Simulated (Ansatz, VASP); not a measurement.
## One calculation of ZnS, two programs

```
Zn S
1.0
     0.00000    2.71578    2.71578
     2.71578    0.00000    2.71578
     2.71578    2.71578    0.00000
Zn S
1 1
Direct
  0.25000 0.25000 0.25000
  0.00000 0.00000 0.00000
```

Alike in both runs: functional HSE06; k mesh 4 × 4 × 4; occupations gaussian, width 0.02 eV; no spin polarisation.

Ansatz relaxed the structure, and its values are those at the end. VASP's run is a single point on that final structure, the one shown.

|  | VASP | Ansatz |
| --- | --- | --- |
| version | VASP 6.6.1 | Ansatz 0.2.0 |
| potentials or method | VASP PAW PBE potentials, release 64 (Zn, S), cutoff 520 eV | scalar-relativistic, plane waves, PAW |
| valence electrons in the cell | 18 | 18 |

```tsv
	VASP	Ansatz	Ansatz less VASP
gap on the k mesh at the Fermi level (eV)	3.27	3.28	+0.011
least direct gap on the mesh (eV)	3.27	3.28	+0.011
pressure (GPa)	0.0	0.0	+0.02
```

With one functional, cell and mesh, what is left measures potentials, basis and numerics.

The k mesh is coarse, so the values compare programs but aren't converged.
